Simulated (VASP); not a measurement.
# B27N26 (a cell with a defect) in VASP: a series of runs

Runs on B27N26 (a cell with a defect). Level: PBE. Tasks: single point.

Program: VASP 6.6.1. These are calculated values, not measurements. Logs are shortened: lines on timing, memory, paths and dates and some standing lists are left out, and cuts for length are marked.

### Step 1. The cell of the first run

The cell holds a defect, 53 atoms: a = 7.692 Å, b = 7.692 Å, c = 7.692 Å, α = 60.00°, β = 60.00°, γ = 60.00°.

### Step 2. Single point, PBE, collinear spin

Input file INCAR:

```
ALGO     = Normal         # electronic algorithm
EDIFF    = 1E-6           # SCF threshold, eV
ENCUT    = 520            # plane-wave cutoff, eV
GGA      = PE             # functional
GGA_COMPAT= False        
ISIF     = 2              # what is computed and relaxed
ISMEAR   = 0              # smearing method
ISPIN    = 2              # spin polarisation
KPAR     = 2            
LASPH    = True           # aspherical terms in the spheres
LCHARG   = True           # write CHGCAR
LORBIT   = 11             # projections on sites
LREAL    = Auto         
LVHAR    = True         
LWAVE    = False          # write WAVECAR
MAGMOM   = 0 0 0 0 0.5 0 0 0 0 0 0.5 0 0.5 0.5 0 0 0 0 0 0 0 0 0 0 0 0 0 0 0 0 0 0 0 0 0 0 0 0 0 0 0 0 0 0 0 0 0 0 0 0 0 0 0 # initial moments
NBANDS   = 142            # bands
NCORE    = 2            
NELM     = 200            # most SCF steps
PREC     = Accurate       # precision mode
SIGMA    = 0.05           # smearing width, eV
```

Input file KPOINTS:

```
k-points
0
Gamma
  2 2 2
```

Input file POSCAR:

```
B27N26
1.0
    0.0000000000      5.4390030000      5.4390030000
    5.4390030000      0.0000000000      5.4390030000
    5.4390030000      5.4390030000      0.0000000000
B N
27 26
Direct
    0.0005955553     -0.0004777166      0.0003956490
    0.0009893817     -0.0002728859      0.3337696656
    0.0009905210     -0.0002736466      0.6664223125
    0.0009243635      0.3328457834      0.0007251793
   -0.0065920030      0.3355139480      0.3359961731
    0.0009244417      0.3328456956      0.6664146740
    0.0008933615      0.6655711236      0.0006935904
    0.0008918497      0.6655725560      0.3337512809
    0.0002198021      0.6662280400      0.6672301383
    0.3339678883     -0.0002726616      0.0007907148
    0.3368509969     -0.0092339132      0.3366436501
    0.3339680293     -0.0002721246      0.6664210142
    0.3361895063      0.3355019098     -0.0067612849
    0.3361842275      0.3355053537      0.3359795429
    0.3342410695      0.3330631337      0.6668016146
    0.3339488575      0.6655725535      0.0006930810
    0.3342751015      0.6657803575      0.3340788265
    0.3342752015      0.6657801973      0.6667741827
    0.6666234514     -0.0002751074      0.0007907777
    0.6666218188     -0.0002736113      0.3337698102
    0.6674114144     -0.0009315091      0.6672140398
    0.6666155372      0.3328457586      0.0007243215
    0.6669988271      0.3330623684      0.3340443843
    0.6669990790      0.3330624883      0.6668027621
    0.6674279237      0.6662281751      0.0000223145
    0.6669716479      0.6657800288      0.3340788755
    0.6674277321      0.6662283091      0.6672300357
    0.2504374093      0.2493233194      0.5825955429
    0.2504377960      0.2493232271      0.9185519156
    0.2504656785      0.5818159711      0.2502686370
    0.2504656940      0.5827608058      0.5838409511
    0.2504669541      0.5818139257      0.9183594051
    0.2505188698      0.9171756580      0.2503217219
    0.2505197560      0.9171766398      0.5828903850
    0.2506191661      0.9161783857      0.9170549420
    0.5827962408      0.2493230494      0.2502393310
    0.5840053539      0.2492838348      0.5838093450
    0.5827983384      0.2493223846      0.9185488676
    0.5840374277      0.5827606059      0.2502690706
    0.5840372917      0.5827609085      0.5838415928
    0.5838511215      0.5827242124      0.9171666515
    0.5830917365      0.9171734884      0.2503217302
    0.5838549862      0.9162070383      0.5836556643
    0.5838550277      0.9162069253      0.9171905171
    0.9187460905      0.2493242320      0.2502411664
    0.9187451118      0.2493235764      0.5825998195
    0.9172625450      0.2495213428      0.9170631964
    0.9185535326      0.5818166860      0.2502698584
    0.9173647096      0.5827244351      0.5836522287
    0.9173652287      0.5827242634      0.9171672193
    0.9172546015      0.9161786987      0.2504199730
    0.9173892432      0.9162073755      0.5836559995
    0.9172561688      0.9161774403      0.9170557171
```

Potentials or basis: VASP PAW PBE potentials, release 64 (B, N).

Started as:

```console
$ cat potpaw_PBE.64/B/POTCAR potpaw_PBE.64/N/POTCAR > POTCAR
$ mpirun -np 4 vasp_std > vasp.out
```

OUTCAR:

```text
EDIFF = 1E-6
   ENCUT = 520
   GGA = PE
   ISIF = 2
   ISMEAR = 0
   ISPIN = 2
   LASPH = True
   LORBIT = 11
   LREAL = Auto
   NELM = 200
   PREC = Accurate

 ion  position               nearest neighbor table
   1  0.001  1.000  0.000-  47 1.57  35 1.57  53 1.57  51 1.57
   2  0.001  1.000  0.334-  33 1.57  45 1.57  52 1.57  51 1.57
   3  0.001  1.000  0.666-  34 1.57  46 1.57  52 1.57  53 1.57
   4  0.001  0.333  0.001-  29 1.57  45 1.57  50 1.57  47 1.57
   5  0.993  0.336  0.336-  48 1.55  46 1.55  45 1.55
   6  0.001  0.333  0.666-  28 1.57  46 1.57  49 1.57  47 1.57
   7  0.001  0.666  0.001-  32 1.57  48 1.57  50 1.57  53 1.57
   8  0.001  0.666  0.334-  30 1.57  48 1.57  49 1.57  51 1.57
   9  0.000  0.666  0.667-  49 1.57  50 1.57  52 1.57  31 1.57
  10  0.334  1.000  0.001-  33 1.57  29 1.57  44 1.57  35 1.57
  11  0.337  0.991  0.337-  42 1.55  33 1.55  34 1.55
  12  0.334  1.000  0.666-  34 1.57  28 1.57  43 1.57  35 1.57
  13  0.336  0.336  0.993-  32 1.55  38 1.55  29 1.55
  14  0.336  0.336  0.336-  30 1.55  36 1.55  28 1.55
  15  0.334  0.333  0.667-  31 1.57  37 1.57  28 1.58  29 1.58
  16  0.334  0.666  0.001-  32 1.57  30 1.57  41 1.57  35 1.57
  17  0.334  0.666  0.334-  31 1.57  39 1.57  33 1.58  30 1.58
[... 34 lines left out ...]
  52  0.917  0.916  0.584-   2 1.57   3 1.57  21 1.57   9 1.57
  53  0.917  0.916  0.917-   1 1.57   7 1.57  19 1.57   3 1.57

  LATTYP: Found a face centered cubic cell.
 ALAT       =    10.8780060000

  Lattice vectors:

 A1 = (   0.0000000000,   5.4390030000,   5.4390030000)
 A2 = (   5.4390030000,   0.0000000000,   5.4390030000)
 A3 = (   5.4390030000,   5.4390030000,   0.0000000000)

Analysis of symmetry for initial positions (statically):
=====================================================================
 Subroutine PRICEL returns:
 Original cell was already a primitive cell.

 Routine SETGRP: Setting up the symmetry group for a
 face centered cubic supercell.

 Subroutine GETGRP returns: Found  2 space group operations
 (whereof  1 operations were pure point group operations)
 out of a pool of 48 trial point group operations.

The static configuration has the point symmetry C_1 .
 The point group associated with its full space group is C_1h.

Analysis of symmetry for dynamics (positions and initial velocities):
=====================================================================
 Subroutine PRICEL returns:
 Original cell was already a primitive cell.

 Routine SETGRP: Setting up the symmetry group for a
 face centered cubic supercell.

 Subroutine GETGRP returns: Found  2 space group operations
 (whereof  1 operations were pure point group operations)
 out of a pool of 48 trial point group operations.

The dynamic configuration has the point symmetry C_1 .
 The point group associated with its full space group is C_1h.

Analysis of structural, dynamic, and magnetic symmetry:
=====================================================================
 Subroutine PRICEL returns:
 Original cell was already a primitive cell.

 Routine SETGRP: Setting up the symmetry group for a
 face centered cubic supercell.

 Subroutine GETGRP returns: Found  2 space group operations
 (whereof  1 operations were pure point group operations)
 out of a pool of 48 trial point group operations.

The overall configuration has the point symmetry C_1 .
 The point group associated with its full space group is C_1h.

 Subroutine INISYM returns: Found  2 space group operations
 (whereof  1 operations are pure point group operations),
 and found     1 'primitive' translations

----------------------------------------------------------------------------------------

                                     Primitive cell

  volume of cell :     321.8014

[... 161 lines left out ...]
 SYSTEM =  unknown system
   PREC   = accura    normal or accurate (medium, high low for compatibility)
   ISTART =      0    job   : 0-new  1-cont  2-samecut
   ICHARG =      2    charge: 1-file 2-atom 10-const
   ISPIN  =      2    spin polarized calculation?
[... 42 lines left out ...]
  ---------------------------------------------------
  free energy    TOTEN  =      -455.29051417 eV

  energy without entropy =     -455.28727605  energy(sigma->0) =     -455.28889511

 E-fermi :  11.2663     XC(G=0): -12.6844

 val. band max:       11.2398756535   @ k =   0.0000   0.5000   0.0000
 cond. band min:      11.3168654009   @ k =   0.5000   0.0000   0.0000
 fundamental gap:      0.0769897474
 Fermi energy:        11.2662834589

 spin component 1

 k-point     1 :       0.0000    0.0000    0.0000
  band No.  band energies     occupation
      1     -13.0060      1.00000
      2     -10.5936      1.00000
      3     -10.5934      1.00000
      4     -10.5932      1.00000
      5     -10.5920      1.00000
      6     -10.5657      1.00000
[... 709 lines left out ...]
    116      15.7538      0.00000
    117      15.7552      0.00000
 Fermi energy:        11.2662834589

 spin component 2

 k-point     1 :       0.0000    0.0000    0.0000
  band No.  band energies     occupation
      1     -12.9956      1.00000
      2     -10.5896      1.00000
      3     -10.5838      1.00000
      4     -10.5834      1.00000
      5     -10.5833      1.00000
      6     -10.5573      1.00000
[... 709 lines left out ...]
    116      15.7727      0.00000
    117      15.7742      0.00000
 [bands above 117 left out]

------------------------ aborting loop because EDIFF is reached ----------------------------------------

  FORCE on cell =-STRESS in cart. coord.  units (eV):
  Direction    XX          YY          ZZ          XY          YZ          ZX
  --------------------------------------------------------------------------------------
  -------------------------------------------------------------------------------------
  Total       -2.2640361     -2.2640361     -2.2494700     -0.2326569     -0.2318701      0.2318702
  in kB      -11.2721311    -11.2721311    -11.1996102     -1.1583470     -1.1544298      1.1544303
  external PRESSURE =     -11.2479575 kB  Pullay stress =       0.0000000 kB

 VOLUME and BASIS-vectors are now :
 -----------------------------------------------------------------------------
  energy-cutoff  :      520.00
  volume of cell :      321.80
      direct lattice vectors                 reciprocal lattice vectors
     0.000000000  5.439003000  5.439003000    -0.091928613  0.091928613  0.091928613
     5.439003000  0.000000000  5.439003000     0.091928613 -0.091928613  0.091928613
     5.439003000  5.439003000  0.000000000     0.091928613  0.091928613 -0.091928613

 POSITION                                       TOTAL-FORCE (eV/Angst)
 -----------------------------------------------------------------------------------
      5.43856      0.00539      5.43964         0.000570     -0.000570     -0.000523
      7.25289      1.82076      5.44290        -0.000994     -0.000505     -0.000016
      9.06219      3.63006      5.44290         0.000505      0.000994     -0.000016
      1.81429      0.00897      1.81538        -0.000118     -0.000206     -0.001195
      3.65235      7.23063      7.22801        -0.006984      0.006984      0.007343
      5.43498      3.62966      1.81538         0.000206      0.000118     -0.001195
[... 45 lines left out ...]
      8.15776      8.16419      9.97294         0.000064     -0.000064      0.000303
      9.97096      9.97683      9.97205        -0.000250     -0.000033      0.000135
 -----------------------------------------------------------------------------------
    total drift:                                0.046999      0.055211      0.031868

  FREE ENERGIE OF THE ION-ELECTRON SYSTEM (eV)
  ---------------------------------------------------
  free  energy   TOTEN  =      -455.2905141729 eV

  energy  without entropy=     -455.2872760543  energy(sigma->0) =     -455.28889511

 total charge

# of ion       s       p       d       tot
------------------------------------------
    1        0.674   1.347   0.000   2.021
    2        0.674   1.346   0.000   2.019
    3        0.674   1.346   0.000   2.019
    4        0.674   1.346   0.000   2.020
    5        0.671   1.258   0.000   1.929
    6        0.674   1.346   0.000   2.020
[... 45 lines left out ...]
   52        1.212   2.756   0.000   3.968
   53        1.212   2.750   0.000   3.962
--------------------------------------------------
tot         49.733 107.447   0.000 157.180

 magnetization (x)

# of ion       s       p       d       tot
------------------------------------------
    1        0.000  -0.000   0.000   0.000
    2        0.000   0.001   0.000   0.001
    3        0.000   0.001   0.000   0.001
    4        0.000   0.001   0.000   0.001
    5        0.024   0.074   0.000   0.098
    6        0.000   0.001   0.000   0.001
[... 45 lines left out ...]
   52        0.000  -0.000   0.000  -0.000
   53        0.000  -0.000   0.000   0.000
--------------------------------------------------
tot          0.135   0.281   0.000   0.416
```

It took 4.5 min on 4 MPI ranks of Intel Xeon 6975P-C (Granite Rapids), shared host; peak memory 0.52 GiB.

Results:

- Free energy: -455.2905 eV
- Pressure: -1.1 GPa
- Largest force: 0.012 eV/Å
- Net moment: 0.75 μB per cell
- Site moments: B +0.00, +0.10, +0.06, +0.01 (each value once); N -0.00, +0.00 (each value once) μB
- Valence electrons inside the program's atomic spheres: B 2.02, 1.93, 1.94, 2.01 (each value once); N 3.96, 3.97 (each value once)

Forces in eV/Å, atoms in the order of the input:
```
B    0.001 -0.001 -0.001
B   -0.001 -0.001  0.000
B    0.001  0.001  0.000
B    0.000  0.000 -0.001
B   -0.007  0.007  0.007
B    0.000  0.000 -0.001
B    0.002  0.000  0.001
B    0.000 -0.002  0.001
B    0.000  0.000  0.000
B    0.000  0.000 -0.002
B    0.006 -0.006  0.005
B    0.000  0.000 -0.002
B    0.007  0.006 -0.007
B   -0.006 -0.007 -0.007
B    0.000  0.000 -0.004
B    0.001 -0.001  0.000
B    0.001 -0.003  0.001
B    0.003 -0.001  0.001
B    0.000  0.001  0.000
B   -0.001  0.000  0.000
B    0.001 -0.001  0.000
B    0.000  0.000  0.000
B   -0.003 -0.001  0.000
B    0.001  0.003  0.000
B    0.000  0.000  0.000
B    0.002 -0.002  0.003
B    0.000  0.000  0.000
N    0.000  0.001 -0.001
N   -0.001  0.000 -0.001
N    0.000  0.000  0.001
N    0.000  0.000  0.000
N    0.000  0.000  0.001
N   -0.002 -0.002 -0.001
N    0.002  0.002 -0.001
N    0.000  0.000  0.000
N   -0.002  0.001  0.001
N   -0.001  0.001  0.000
N   -0.001  0.002  0.001
N   -0.001  0.000  0.001
N    0.000  0.001  0.001
N    0.000  0.000  0.000
N   -0.002  0.002  0.003
N    0.000  0.000  0.000
N    0.000  0.000  0.000
N   -0.002  0.000  0.000
N    0.000  0.002  0.000
N    0.000  0.000  0.000
N    0.000  0.000  0.001
N    0.000  0.000  0.000
N    0.000  0.000  0.000
N    0.000  0.000  0.000
N    0.000  0.000  0.000
N    0.000  0.000  0.000
```

Stress tensor (GPa, compression positive):
```
-1.13 -0.12  0.12
-0.12 -1.13 -0.12
 0.12 -0.12 -1.12
```

Levels at points of the mesh, in eV from the Fermi level:
Spin up:
```tsv
k point	band 104	band 105	band 106	band 107	band 108	band 109
(0.00, 0.00, 0.00)	-4.48	-4.48	0.84	0.84	0.91	1.47
(0.50, 0.00, 0.00)	-4.87	-4.36	-0.41	0.55	0.61	2.09
(0.00, 0.50, 0.00)	-4.87	-4.37	-0.35	0.56	0.56	2.09
(0.00, 0.00, 0.50)	-4.87	-4.36	-0.41	0.55	0.61	2.09
(0.50, 0.50, 0.00)	-5.09	-4.10	-0.34	0.32	0.36	0.46
(0.00, 0.50, 0.50)	-5.09	-4.10	-0.34	0.32	0.36	0.46
```
Spin down:
```
           k point  band 103  band 104  band 105  band 106  band 107  band 108
(0.00, 0.00, 0.00)     -4.47     -4.47     -4.47      1.26      1.35      1.35
(0.50, 0.00, 0.00)     -4.86     -4.86     -4.03      0.05      0.95      1.02
(0.00, 0.50, 0.00)     -4.86     -4.86     -4.02     -0.03      1.03      1.03
(0.00, 0.00, 0.50)     -4.86     -4.86     -4.03      0.05      0.95      1.02
(0.50, 0.50, 0.00)     -5.13     -5.09     -3.78      0.12      0.50      0.75
(0.00, 0.50, 0.50)     -5.13     -5.09     -3.78      0.12      0.50      0.75
```

Caveat: the k points lie up to 0.50 Å⁻¹ apart.

### Step 3. Single point, PBE, collinear spin

Input file INCAR:

```
SYSTEM = B27N26
ALGO = Normal
EDIFF = 1E-6
ENCUT = 520
GGA = PE
GGA_COMPAT = .FALSE.
ISIF = 2
ISMEAR = 0
ISPIN = 2
KPAR = 2
LASPH = .TRUE.
LCHARG = .TRUE.
LORBIT = 11
LREAL = Auto
LVHAR = .TRUE.
LWAVE = .FALSE.
MAGMOM = 0 0 0 0 0.05 0 0 0 0 0 0.2 0 0.05 0.05 0 0 0 0 0 0 0 0 0 0 0 0 0 0 0 0 0 0 0 0 0 0 0 0 0 0 0 0 0 0 0 0 0 0 0 0 0 0 0
NBANDS = 142
NCORE = 2
NELM = 200
PREC = Accurate
SIGMA = 0.05
```

Input file KPOINTS:

```
k-points
0
G
  2 2 2
  0 0 0
```

POSCAR is that of step 2.

Potentials or basis: VASP PAW PBE potentials, release 64 (B, N).

Started as:

```console
$ cat potpaw_PBE.64/B/POTCAR potpaw_PBE.64/N/POTCAR > POTCAR
$ mpirun -np 4 vasp_std > vasp.out
```

Wall time 6.9 min (4 MPI ranks of AMD EPYC 7R43 (Zen 3), shared host); peak memory 0.48 GiB.

The run converged. Its results:

```yaml
Free_energy: -455.2905 eV
Pressure: -1.1 GPa
Largest_force: 0.012 eV/Å
Net_moment: 0.75 μB per cell
Site_moments: B +0.00, +0.10, +0.06, +0.01 (each value once); N -0.00, +0.00 (each value once) μB
Valence_electrons_inside_the_program's_atomic_spheres: B 2.02, 1.93, 1.94, 2.01 (each value once); N 3.96, 3.97 (each value once)
```

Forces in eV/Å, atoms in the order of the input:
```
B    0.001 -0.001 -0.001
B   -0.001 -0.001  0.000
B    0.001  0.001  0.000
B    0.000  0.000 -0.001
B   -0.007  0.007  0.007
B    0.000  0.000 -0.001
B    0.002  0.000  0.001
B    0.000 -0.002  0.001
B    0.000  0.000  0.000
B    0.000 -0.001 -0.002
B    0.006 -0.006  0.005
B    0.001  0.000 -0.002
B    0.007  0.006 -0.007
B   -0.006 -0.007 -0.007
B    0.000  0.000 -0.004
B    0.001 -0.001  0.000
B    0.001 -0.003  0.001
B    0.003 -0.001  0.001
B    0.000  0.001  0.000
B   -0.001  0.000  0.000
B    0.001 -0.001  0.000
B    0.000  0.000  0.000
B   -0.003 -0.001 -0.001
B    0.001  0.003 -0.001
B    0.000  0.000  0.000
B    0.002 -0.002  0.003
B    0.000  0.000  0.000
N    0.000  0.001 -0.001
N   -0.001  0.000 -0.001
N    0.000 -0.001  0.001
N    0.000  0.000  0.000
N    0.001  0.000  0.001
N   -0.002 -0.002 -0.001
N    0.002  0.002 -0.001
N    0.000  0.000  0.000
N   -0.002  0.001  0.001
N   -0.001  0.001  0.000
N   -0.001  0.002  0.001
N   -0.001  0.000  0.001
N    0.000  0.001  0.001
N    0.000  0.000  0.000
N   -0.002  0.002  0.003
N    0.000  0.000  0.000
N    0.000  0.000  0.000
N   -0.002  0.000  0.000
N    0.000  0.002  0.000
N    0.000  0.000  0.000
N    0.000  0.000  0.001
N    0.000  0.000  0.000
N    0.000  0.000  0.000
N    0.000  0.000  0.000
N    0.000  0.000  0.000
N    0.000  0.000  0.000
```

Stress tensor (GPa, compression positive):
```
-1.13 -0.12  0.12
-0.12 -1.13 -0.12
 0.12 -0.12 -1.12
```

Levels at points of the mesh, in eV from the Fermi level:
Spin up:
```tsv
k point	band 103	band 104	band 105	band 106	band 107	band 108	band 109	band 110
(0.00, 0.00, 0.00)	-4.48	-4.48	-4.48	0.84	0.84	0.91	1.47	1.47
(0.50, 0.00, 0.00)	-4.87	-4.87	-4.36	-0.41	0.55	0.61	2.09	2.10
(0.00, 0.50, 0.00)	-4.87	-4.87	-4.37	-0.35	0.56	0.56	2.09	2.09
(0.00, 0.00, 0.50)	-4.87	-4.87	-4.36	-0.41	0.55	0.61	2.09	2.10
(0.50, 0.50, 0.00)	-5.14	-5.09	-4.10	-0.34	0.32	0.36	0.46	3.52
(0.00, 0.50, 0.50)	-5.14	-5.09	-4.10	-0.34	0.32	0.36	0.46	3.52
```
Spin down:
| k point | band 103 | band 104 | band 105 | band 106 | band 107 | band 108 |
| --- | --- | --- | --- | --- | --- | --- |
| (0.00, 0.00, 0.00) | -4.47 | -4.47 | -4.47 | 1.26 | 1.35 | 1.35 |
| (0.50, 0.00, 0.00) | -4.86 | -4.86 | -4.03 | 0.05 | 0.95 | 1.02 |
| (0.00, 0.50, 0.00) | -4.86 | -4.86 | -4.03 | -0.03 | 1.03 | 1.03 |
| (0.00, 0.00, 0.50) | -4.86 | -4.86 | -4.03 | 0.05 | 0.95 | 1.02 |
| (0.50, 0.50, 0.00) | -5.13 | -5.09 | -3.78 | 0.12 | 0.50 | 0.75 |
| (0.00, 0.50, 0.50) | -5.13 | -5.09 | -3.78 | 0.12 | 0.50 | 0.75 |

Caveat: the k points lie up to 0.50 Å⁻¹ apart.
